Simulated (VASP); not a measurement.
A run of VASP 6.6.1 is set up as follows.

File POSCAR:

```
CaO
1.0
    0.0000000000      2.3975473907      2.3975473907
    2.3975473907      0.0000000000      2.3975473907
    2.3975473907      2.3975473907      0.0000000000
Ca O
1 1
Direct
    0.0000000000      0.0000000000      0.0000000000
    0.5000000000      0.5000000000      0.5000000000
```

Contents of INCAR.step1:

```
SYSTEM = CaO
PREC = Accurate
ENCUT = 500
EDIFF = 1E-8
ISMEAR = 0
SIGMA = 0.01
LREAL = .FALSE.
LASPH = .TRUE.
NELM = 60
ALGO = Normal
LWAVE = .TRUE.
LCHARG = .FALSE.
GGA = PE
```

File INCAR.step2:

```
SYSTEM = CaO
PREC = Accurate
ENCUT = 500
EDIFF = 1E-8
ISMEAR = 0
SIGMA = 0.01
LREAL = .FALSE.
LASPH = .TRUE.
NELM = 1
ALGO = Exact
LWAVE = .TRUE.
LCHARG = .FALSE.
GGA = PE
NBANDS = 52
LOPTICS = .TRUE.
ISTART = 1
```

The input INCAR.step3:

```
SYSTEM = CaO
PREC = Accurate
ENCUT = 500
EDIFF = 1E-8
ISMEAR = 0
SIGMA = 0.01
LREAL = .FALSE.
LASPH = .TRUE.
ALGO = EVGW0
LWAVE = .FALSE.
LCHARG = .FALSE.
GGA = PE
NELMGW = 1
NBANDS = 52
ENCUTGW = 80.0
NOMEGA = 96
PRECFOCK = Fast
ISTART = 1
NBANDSGW = 16
OMEGAMAX = 20
```

KPOINTS

```
regular mesh
0
G
  8 8 8
  0 0 0
```

Potentials or basis: VASP PAW PBE potentials, release 64 (Ca_sv_GW, O_GW).

Run with:

```console
$ cat potpaw_PBE.64/Ca_sv_GW/POTCAR potpaw_PBE.64/O_GW/POTCAR > POTCAR
$ cp INCAR.step1 INCAR
$ mpirun -np 1 vasp_std > vasp.out
$ cp INCAR.step2 INCAR
$ mpirun -np 1 vasp_std > vasp.out
$ cp INCAR.step3 INCAR
$ mpirun -np 1 vasp_std > vasp.out
```

Predict the quasiparticle gap.

5.72 eV.

Predict the least direct quasiparticle gap.

6.12 eV.

What does it give for the band gap of the starting levels on the mesh?

3.66 eV.

Estimate the least direct gap of the starting levels on the mesh.

4.03 eV.

Caveat: bands, screening cutoff and mesh are small and nothing is extrapolated, so the quasiparticle values aren't converged.
